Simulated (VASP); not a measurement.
Mg9O8 (a cell with a defect), 17 atoms in the cell. The cell holds a defect, 17 atoms: a = 5.917 Å, b = 5.917 Å, c = 5.917 Å, α = 60.00°, β = 60.00°, γ = 60.00°. 

```yaml
Program: VASP 6.6.1
Task: single point
Functional: PBE
Potentials_or_basis: VASP PAW PBE potentials, release 64 (Mg, O)
Cutoff: 520 eV
k_mesh: 2 × 2 × 2
Occupations: fermi-dirac, width 0.05 eV
Spin: no spin polarisation
Dipole_correction: no
Further_INCAR_settings: LREAL = Auto; ALGO = Normal; EDIFF = 1e-06; NBANDS = 47
```

Potentials or basis: VASP PAW PBE potentials, release 64 (Mg, O).

Launch:

```sh
$ cat potpaw_PBE.64/Mg/POTCAR potpaw_PBE.64/O/POTCAR > POTCAR
$ mpirun -np 1 vasp_std > vasp.out
```

Hardware: 1 thread of Intel Xeon 8259CL, on a shared host.

Task: Estimate the wall time of this run.

Result: Wall time 3.4 min on 1 thread of Intel Xeon 8259CL (shared host), peak memory 0.33 GiB. Counts: scf iterations 15, k points 8.
